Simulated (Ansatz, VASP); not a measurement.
# LuTiF3 in VASP and in Ansatz

```
CELL_PARAMETERS angstrom
4.27472 0.00000 0.00000
0.00000 4.27472 0.00000
0.00000 0.00000 4.27472
ATOMIC_POSITIONS crystal
Lu 0.00000 0.00000 0.00000
Ti 0.50000 0.50000 0.50000
F 0.00000 0.50000 0.50000
F 0.50000 0.00000 0.50000
F 0.50000 0.50000 0.00000
```

Change from the starting cell: species swapped into the ErBRh3 type (Pm-3m, No. 221).

Alike in both runs: functional PBE; k mesh 4 × 4 × 4; occupations gaussian, width 0.1 eV; collinear spin.

Ansatz relaxed the structure, and its values are those at the end. VASP's run is a single point on that final structure, the one shown.

|  | VASP | Ansatz |
| --- | --- | --- |
| version | VASP 6.6.1 | Ansatz 0.2.0 |
| potentials or method | VASP PAW PBE potentials, release 64 (Lu, Ti_sv, F), cutoff 520 eV | scalar-relativistic, plane waves, PAW |
| valence electrons in the cell | 58 | 58 |

VASP gave:

```
gap on the k mesh at the Fermi level (eV)                     : none
pressure (GPa)                                                : 0.1
net moment per atom (μB)                                      : 0.56
size of the moment on the site where the two differ most (μB) : 1.63
```

Problem. Which values does Ansatz return?

Solution. gap on the k mesh at the Fermi level (eV): none; pressure (GPa): 0.1; net moment per atom (μB): 0.55; size of the moment on the site where the two differ most (μB): 1.33.

Site moments also hang on the region over which each program counts them. A gap of «none» marks a metal or a gap that the smearing closes.

The k mesh is coarse, so the values compare programs but aren't converged. Spin-orbit coupling is off throughout.
